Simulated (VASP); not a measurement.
# Ir2Rh (P6_3/mmc) in VASP: notebook, part 2 of 2

VASP 6.6.1. The steps go on from the part before.

### Step 3. Single point, PBE, collinear spin, ferromagnetic start

This run uses another cell than the first one, of 14.43 Å³/atom.

INCAR reads:

```
SYSTEM = Ir2Rh
PREC     = Accurate       ! precision mode
ENCUT    = 520            ! plane-wave cutoff, eV
EDIFF    = 1E-7           ! SCF threshold, eV
ISMEAR   = 0              ! smearing method
SIGMA    = 0.1            ! smearing width, eV
LREAL    = .False.        ! projectors in reciprocal space
LASPH    = .True.         ! aspherical terms in the spheres
NELM     = 150            ! most SCF steps
ALGO     = Fast           ! electronic algorithm
ISIF     = 2              ! what is computed and relaxed
LWAVE    = .False.        ! write WAVECAR
LCHARG   = .False.        ! write CHGCAR
ISPIN    = 2              ! spin polarisation
MAGMOM   = 1 1 1 1 1 1    ! initial moments
LORBIT   = 11             ! projections on sites
LMAXMIX  = 4              ! l up to which the mixer works
GGA      = PE             ! functional
NBANDS   = 46             ! bands
```

KPOINTS reads:

```
regular mesh
0
Gamma
  6 6 2
  0 0 0
```

POSCAR reads:

```
Ir2Rh
1.0
    2.7584319180      0.0000000000      0.0000000000
   -1.3792159590      2.3888721156      0.0000000000
    0.0000000000      0.0000000000     13.1384647236
Ir Rh
4 2
Direct
    0.3333333333      0.6666666667      0.0824986328
    0.3333333333      0.6666666667      0.4175013672
    0.6666666667      0.3333333333      0.5824986328
    0.6666666667      0.3333333333      0.9175013672
    0.3333333333      0.6666666667      0.7500000000
    0.6666666667      0.3333333333      0.2500000000
```

Potentials or basis: VASP PAW PBE potentials, release 64 (Ir, Rh_pv).

Command:

```
$ cat potpaw_PBE.64/Ir/POTCAR potpaw_PBE.64/Rh_pv/POTCAR > POTCAR
$ mpirun -np 1 vasp_std > vasp.out
```

OUTCAR:

```text
SYSTEM = Ir2Rh
   PREC = Accurate
   ENCUT = 520
   EDIFF = 1E-7
   ISMEAR = 0
   LREAL = .False.
   LASPH = .True.
   NELM = 150
   ISIF = 2
   ISPIN = 2
   LORBIT = 11
   GGA = PE

 ion  position               nearest neighbor table
   1  0.333  0.667  0.082-   4 2.69   4 2.69   4 2.69   6 2.72   6 2.72   6 2.72
   2  0.333  0.667  0.418-   3 2.69   3 2.69   3 2.69   6 2.72   6 2.72   6 2.72
   3  0.667  0.333  0.582-   2 2.69   2 2.69   2 2.69   5 2.72   5 2.72   5 2.72
   4  0.667  0.333  0.918-   1 2.69   1 2.69   1 2.69   5 2.72   5 2.72   5 2.72
   5  0.333  0.667  0.750-   3 2.72   4 2.72   3 2.72   4 2.72   3 2.72   4 2.72
   6  0.667  0.333  0.250-   1 2.72   2 2.72   1 2.72   2 2.72   1 2.72   2 2.72

  LATTYP: Found a hexagonal cell.
 ALAT       =     2.7584319180
 C/A-ratio  =     4.7630193944

  Lattice vectors:

 A1 = (   2.7584319180,   0.0000000000,   0.0000000000)
 A2 = (  -1.3792159590,   2.3888721156,   0.0000000000)
 A3 = (   0.0000000000,   0.0000000000,  13.1384647236)

[... 1554 lines left out ...]
  -------------------------------------------------------------------------------------
  Total        0.1555349      0.1555349      0.1412514     -0.0000000      0.0000000      0.0000000
  in kB        2.8783179      2.8783179      2.6139878     -0.0000000      0.0000000      0.0000000
  external PRESSURE =       2.7902079 kB  Pullay stress =       0.0000000 kB

 VOLUME and BASIS-vectors are now :
 -----------------------------------------------------------------------------
  energy-cutoff  :      520.00
  volume of cell :       86.58
      direct lattice vectors                 reciprocal lattice vectors
     2.758431918  0.000000000  0.000000000     0.362524807  0.209303795  0.000000000
    -1.379215959  2.388872116  0.000000000     0.000000000  0.418607590  0.000000000
     0.000000000  0.000000000 13.138464724     0.000000000  0.000000000  0.076112394

 POSITION                                       TOTAL-FORCE (eV/Angst)
 -----------------------------------------------------------------------------------
     -0.00000      1.59258      1.08391         0.000000      0.000000      0.021224
     -0.00000      1.59258      5.48533        -0.000000     -0.000000     -0.021224
      1.37922      0.79629      7.65314         0.000000      0.000000      0.021224
      1.37922      0.79629     12.05456         0.000000     -0.000000     -0.021224
     -0.00000      1.59258      9.85385        -0.000000     -0.000000      0.000000
      1.37922      0.79629      3.28462         0.000000      0.000000      0.000000
 -----------------------------------------------------------------------------------
    total drift:                               -0.000000      0.000000     -0.000000

  FREE ENERGIE OF THE ION-ELECTRON SYSTEM (eV)
  ---------------------------------------------------
  free  energy   TOTEN  =       -49.5981200224 eV

  energy  without entropy=      -49.5536100087  energy(sigma->0) =      -49.57586502

 total charge

# of ion       s       p       d       tot
------------------------------------------
    1        0.667   0.692   6.931   8.290
    2        0.667   0.692   6.931   8.290
    3        0.667   0.692   6.931   8.290
    4        0.667   0.692   6.931   8.290
    5        0.385   6.297   7.076  13.758
    6        0.385   6.297   7.076  13.758
--------------------------------------------------
tot          3.437  15.363  41.877  60.677

 magnetization (x)

# of ion       s       p       d       tot
------------------------------------------
    1        0.000  -0.000   0.000   0.000
    2        0.000  -0.000   0.000   0.000
    3        0.000  -0.000   0.000   0.000
    4        0.000  -0.000   0.000   0.000
    5       -0.000  -0.000   0.000   0.000
    6       -0.000  -0.000   0.000   0.000
--------------------------------------------------
tot         -0.000  -0.000   0.000   0.000
```

OSZICAR:

```text
N       E                     dE             d eps       ncg     rms          rms(c)
DAV:   1     0.806339534306E+03    0.80634E+03   -0.34163E+04  2696   0.153E+03
DAV:   2    -0.122424941822E+02   -0.81858E+03   -0.77667E+03  2588   0.489E+02
DAV:   3    -0.517813116080E+02   -0.39539E+02   -0.36305E+02  2944   0.120E+02
DAV:   4    -0.527242295028E+02   -0.94292E+00   -0.93650E+00  2888   0.179E+01
[... 13 lines left out ...]
RMM:  18    -0.495981201364E+02    0.10502E-06   -0.97456E-06  3099   0.171E-02    0.107E-02
RMM:  19    -0.495981201773E+02   -0.40934E-07   -0.27954E-06  3042   0.787E-03    0.567E-03
RMM:  20    -0.495981200144E+02    0.16292E-06   -0.69099E-07  2397   0.393E-03    0.170E-03
RMM:  21    -0.495981200224E+02   -0.79344E-08   -0.10312E-07  1598   0.193E-03
   1 F= -.49598120E+02 E0= -.49575865E+02  d E =-.445100E-01  mag=    -0.0001
```

stdout:

```text
POSCAR found type information on POSCAR IrRh
 POSCAR found :  2 types and       6 ions
 scaLAPACK will be used
 LDA part: xc-table for (Slater+PW92), standard interpolation
 POSCAR, INCAR and KPOINTS ok, starting setup
 FFT: planning ... GRIDC
 FFT: planning ... GRID_SOFT
 FFT: planning ... GRID
 WAVECAR not read
 entering main loop
```

Wall time 5.2 min (1 thread of Intel Xeon 8259CL, shared host); peak memory 0.31 GiB.

What came out:

* Free energy: -49.5981 eV
* Pressure: 0.3 GPa
* Largest force: 0.021 eV/Å
* Band gap on the k mesh: zero (filled and empty bands overlap)
* Net moment: 0.00 μB per cell
* Valence electrons inside the program's atomic spheres: Ir 8.29; Rh 13.76

Forces in eV/Å, atoms in the order of the input:
```
Ir   0.000  0.000  0.021
Ir   0.000  0.000 -0.021
Ir   0.000  0.000  0.021
Ir   0.000  0.000 -0.021
Rh   0.000  0.000  0.000
Rh   0.000  0.000  0.000
```

Caveat: the k points lie up to 0.44 Å⁻¹ apart, too coarse for converged energies and pressures of a metal; spin-orbit coupling is left out, which moves the levels of the heavy elements.

### Step 4. Single point, PBE

This run uses another cell than the first one, of 14.40 Å³/atom.

INCAR reads:

```
SYSTEM = Ir2Rh
ALGO     = Fast           ! electronic algorithm
EDIFF    = 1E-6           ! SCF threshold, eV
ENCUT    = 520            ! plane-wave cutoff, eV
GGA      = PE             ! functional
ISIF     = 2              ! what is computed and relaxed
ISMEAR   = 0              ! smearing method
LASPH    = .TRUE.         ! aspherical terms in the spheres
LCHARG   = .FALSE.        ! write CHGCAR
LREAL    = .FALSE.        ! projectors in reciprocal space
LWAVE    = .FALSE.        ! write WAVECAR
NBANDS   = 42             ! bands
NELM     = 60             ! most SCF steps
PREC     = Accurate       ! precision mode
SIGMA    = 0.1            ! smearing width, eV
```

KPOINTS reads:

```
k-points
0
G
  18 18 4
  0 0 0
```

POSCAR reads:

```
Ir2Rh
1.0
    2.7398386788      0.0000000000      0.0000000000
   -1.3699193394      2.3727698981      0.0000000000
    0.0000000000      0.0000000000     13.2879009094
Ir Rh
4 2
Direct
    0.3333333333      0.6666666667      0.0829104965
    0.3333333333      0.6666666667      0.4170895035
    0.6666666667      0.3333333333      0.5829104965
    0.6666666667      0.3333333333      0.9170895035
    0.3333333333      0.6666666667      0.7500000000
    0.6666666667      0.3333333333      0.2500000000
```

Potentials or basis: VASP PAW PBE potentials, release 64 (Ir, Rh_pv).

Command:

```
$ cat potpaw_PBE.64/Ir/POTCAR potpaw_PBE.64/Rh_pv/POTCAR > POTCAR
$ mpirun -np 1 vasp_std > vasp.out
```

OUTCAR:

```text
SYSTEM = Ir2Rh
   EDIFF = 1E-6
   ENCUT = 520
   GGA = PE
   ISIF = 2
   ISMEAR = 0
   LASPH = .TRUE.
   LREAL = .FALSE.
   NELM = 60
   PREC = Accurate

 ion  position               nearest neighbor table
   1  0.333  0.667  0.083-   4 2.71   4 2.71   4 2.71   6 2.73   6 2.73   6 2.73
   2  0.333  0.667  0.417-   3 2.71   3 2.71   3 2.71   6 2.73   6 2.73   6 2.73
   3  0.667  0.333  0.583-   2 2.71   2 2.71   2 2.71   5 2.73   5 2.73   5 2.73
   4  0.667  0.333  0.917-   1 2.71   1 2.71   1 2.71   5 2.73   5 2.73   5 2.73
   5  0.333  0.667  0.750-   3 2.73   4 2.73   3 2.73   4 2.73   3 2.73   4 2.73
   6  0.667  0.333  0.250-   1 2.73   2 2.73   1 2.73   2 2.73   1 2.73   2 2.73

  LATTYP: Found a hexagonal cell.
 ALAT       =     2.7398386788
 C/A-ratio  =     4.8498844155

  Lattice vectors:

 A1 = (   2.7398386788,   0.0000000000,   0.0000000000)
 A2 = (  -1.3699193394,   2.3727698981,   0.0000000000)
 A3 = (   0.0000000000,   0.0000000000,  13.2879009094)

Analysis of symmetry for initial positions (statically):
=====================================================================
 Subroutine PRICEL returns:
 Original cell was already a primitive cell.

 Routine SETGRP: Setting up the symmetry group for a
 hexagonal supercell.

 Subroutine GETGRP returns: Found 24 space group operations
 (whereof 12 operations were pure point group operations)
 out of a pool of 24 trial point group operations.

The static configuration has the point symmetry D_3d.
 The point group associated with its full space group is D_6h.

Analysis of symmetry for dynamics (positions and initial velocities):
=====================================================================
 Subroutine PRICEL returns:
 Original cell was already a primitive cell.

 Routine SETGRP: Setting up the symmetry group for a
 hexagonal supercell.

 Subroutine GETGRP returns: Found 24 space group operations
 (whereof 12 operations were pure point group operations)
 out of a pool of 24 trial point group operations.

The dynamic configuration has the point symmetry D_3d.
[... 132 lines left out ...]
   LORBIT       =      0    0 simple, 1 ext, 2 COOP (PROOUT), +10 PAW based schemes
   GGA     = PE    functional components
   LHFCALC =     F    Hartree Fock is set to
   AEXX    =    0.0000 exact exchange contribution
   IVDW    =     0    specifies the selected vdW correction
   LEPSILON=     F    determine dielectric tensor
   LRPA    =     F    only Hartree local field effects (RPA)
 non-spin polarized calculation
 RMM-DIIS sequential band-by-band and
 Gauss-broadening in eV      SIGMA  =   0.10
  energy-cutoff  :      520.00
  volume of cell :       86.38
 maximum number of plane-waves:      2354
   NGX = 11   NGY = 11   NGZ = 49

 number of electron      65.9999999 magnetization

 Free energy of the ion-electron system (eV)
  ---------------------------------------------------
  ext. energy  EPLUGINS =         0.00000000
  ---------------------------------------------------
  free energy    TOTEN  =       -49.70205519 eV

  energy without entropy =      -49.66748747  energy(sigma->0) =      -49.68477133

 E-fermi :  10.5098     XC(G=0): -13.8381

 val. band max:       10.5027770574   @ k =   0.2778   0.1667   0.5000
 cond. band min:      10.5141708560   @ k =   0.3889   0.1667   0.2500
 fundamental gap:      0.0113937986
 Fermi energy:        10.5098265743

 k-point     1 :       0.0000    0.0000    0.0000
  band No.  band energies     occupation
      1     -36.3420      2.00000
      2     -36.3419      2.00000
      3     -36.0168      2.00000
      4     -36.0168      2.00000
      5     -36.0168      2.00000
      6     -36.0168      2.00000
[... 1069 lines left out ...]
     41      14.8062      0.00000
     42      16.2964      0.00000

 [... further k-points ...]

------------------------ aborting loop because EDIFF is reached ----------------------------------------

  FORCE on cell =-STRESS in cart. coord.  units (eV):
  Direction    XX          YY          ZZ          XY          YZ          ZX
  --------------------------------------------------------------------------------------
  -------------------------------------------------------------------------------------
  Total        0.1615809      0.1615809      0.1666049      0.0000000      0.0000000      0.0000000
  in kB        2.9968413      2.9968413      3.0900199      0.0000000      0.0000000      0.0000000
  external PRESSURE =       3.0279008 kB  Pullay stress =       0.0000000 kB

 VOLUME and BASIS-vectors are now :
 -----------------------------------------------------------------------------
  energy-cutoff  :      520.00
  volume of cell :       86.38
      direct lattice vectors                 reciprocal lattice vectors
     2.739838679  0.000000000  0.000000000     0.364984993  0.210724184  0.000000000
    -1.369919339  2.372769898  0.000000000     0.000000000  0.421448367  0.000000000
     0.000000000  0.000000000 13.287900909     0.000000000  0.000000000  0.075256431

 POSITION                                       TOTAL-FORCE (eV/Angst)
 -----------------------------------------------------------------------------------
     -0.00000      1.58185      1.10171         0.000000      0.000000      0.030419
     -0.00000      1.58185      5.54224         0.000000     -0.000000     -0.030419
      1.36992      0.79092      7.74566         0.000000      0.000000      0.030419
      1.36992      0.79092     12.18619         0.000000     -0.000000     -0.030419
     -0.00000      1.58185      9.96593        -0.000000     -0.000000      0.000000
      1.36992      0.79092      3.32198         0.000000     -0.000000      0.000000
 -----------------------------------------------------------------------------------
    total drift:                               -0.000000      0.000000     -0.000000

  FREE ENERGIE OF THE ION-ELECTRON SYSTEM (eV)
  ---------------------------------------------------
  free  energy   TOTEN  =       -49.7020551908 eV

  energy  without entropy=      -49.6674874724  energy(sigma->0) =      -49.68477133
```

OSZICAR:

```text
N       E                     dE             d eps       ncg     rms          rms(c)
DAV:   1     0.808131965427E+03    0.80813E+03   -0.34519E+04 10068   0.168E+03
DAV:   2    -0.703309126365E+01   -0.81517E+03   -0.78318E+03  9472   0.530E+02
DAV:   3    -0.517161915577E+02   -0.44683E+02   -0.40014E+02 10804   0.130E+02
DAV:   4    -0.534485480006E+02   -0.17324E+01   -0.16994E+01 10268   0.250E+01
DAV:   5    -0.534935493872E+02   -0.45001E-01   -0.44958E-01 10750   0.383E+00    0.317E+01
RMM:   6    -0.553706237001E+02   -0.18771E+01   -0.10565E+01  9669   0.201E+01    0.301E+01
RMM:   7    -0.533858751439E+02    0.19847E+01   -0.10483E+01 10102   0.208E+01    0.175E+01
RMM:   8    -0.500985240640E+02    0.32874E+01   -0.23401E+00  9341   0.120E+01    0.667E+00
RMM:   9    -0.497200329422E+02    0.37849E+00   -0.78771E-01  9505   0.454E+00    0.230E+00
RMM:  10    -0.497066845032E+02    0.13348E-01   -0.78362E-02 10266   0.148E+00    0.131E+00
RMM:  11    -0.497040712425E+02    0.26133E-02   -0.40778E-02  9739   0.164E+00    0.709E-01
RMM:  12    -0.497019905172E+02    0.20807E-02   -0.10959E-02 10607   0.646E-01    0.237E-01
RMM:  13    -0.497020609613E+02   -0.70444E-04   -0.32659E-03 10742   0.207E-01    0.120E-01
RMM:  14    -0.497020817354E+02   -0.20774E-04   -0.43365E-04 10676   0.126E-01    0.862E-02
RMM:  15    -0.497020571207E+02    0.24615E-04   -0.17496E-04 10873   0.607E-02    0.380E-02
RMM:  16    -0.497020542060E+02    0.29146E-05   -0.40572E-05  9732   0.402E-02    0.133E-02
RMM:  17    -0.497020547560E+02   -0.55000E-06   -0.16271E-05 10304   0.157E-02    0.249E-03
RMM:  18    -0.497020551908E+02   -0.43477E-06   -0.19347E-06  5775   0.777E-03
   1 F= -.49702055E+02 E0= -.49684771E+02  d E =-.345677E-01
```

Run time: 13 min. Hardware: 1 thread of Intel Xeon 8259CL, shared host; peak memory 0.43 GiB.

What came out:

```yaml
Free_energy: -49.7021 eV
Pressure: 0.3 GPa
Largest_force: 0.030 eV/Å
Band_gap_on_the_k_mesh: zero (bands 33 and 34 overlap by 2.68 eV)
```

Forces in eV/Å, atoms in the order of the input:
```
Ir   0.000  0.000  0.030
Ir   0.000  0.000 -0.030
Ir   0.000  0.000  0.030
Ir   0.000  0.000 -0.030
Rh   0.000  0.000  0.000
Rh   0.000  0.000  0.000
```

Levels at points of the mesh, in eV from the Fermi level:
```csv
k point,band 28,band 29,band 30,band 31,band 32,band 33,band 34,band 35,band 36,band 37
"(0.00, 0.00, 0.00)",-2.73,-2.73,-2.13,-2.13,-1.14,-1.14,-1.11,-1.11,-0.21,-0.09
"(0.50, 0.00, 0.00)",0.31,0.37,0.43,0.62,0.83,0.91,0.91,0.98,1.10,1.11
"(0.00, 0.00, 0.50)",-2.83,-1.80,-1.80,-1.80,-1.80,-1.22,-1.22,-0.45,-0.45,-0.45
"(0.50, 0.00, 0.50)",-0.63,0.24,0.24,0.49,0.49,0.92,0.92,1.11,1.11,2.00
```

Caveat: spin-orbit coupling is left out, which moves the levels of the heavy elements.

### Step 5. The runs side by side

| task | spin | cell | k mesh | cutoff (eV) | gap on the mesh (eV) | pressure (GPa) | largest force (eV/Å) |
| --- | --- | --- | --- | --- | --- | --- | --- |
| relaxation of cell and atoms | off | relaxed from a = 2.738, b = 2.738, c = 12.935 Å, angles 90.0, 90.0, 120.0°, 6 atoms, atomic positions A | 6 × 6 × 2 | 600 | none | 0.1 | - |
| single point | collinear, ferromagnetic start | a = 2.758, b = 2.758, c = 13.138 Å, angles 90.0, 90.0, 120.0°, 6 atoms, atomic positions B | 6 × 6 × 2 | 520 | none | 0.3 | 0.02 |
| single point | off | a = 2.740, b = 2.740, c = 13.288 Å, angles 90.0, 90.0, 120.0°, 6 atoms, atomic positions C | 18 × 18 × 4 | 520 | none | 0.3 | 0.03 |

Alike in all rows: level PBE; potentials or basis VASP PAW PBE potentials, release 64 (Ir, Rh_pv); smearing gaussian 0.1 eV.

Caveats: some runs use coarse meshes; spin-orbit coupling is left out, which moves the levels of the heavy elements.

Absolute energies hang on the potentials; compare differences alone.
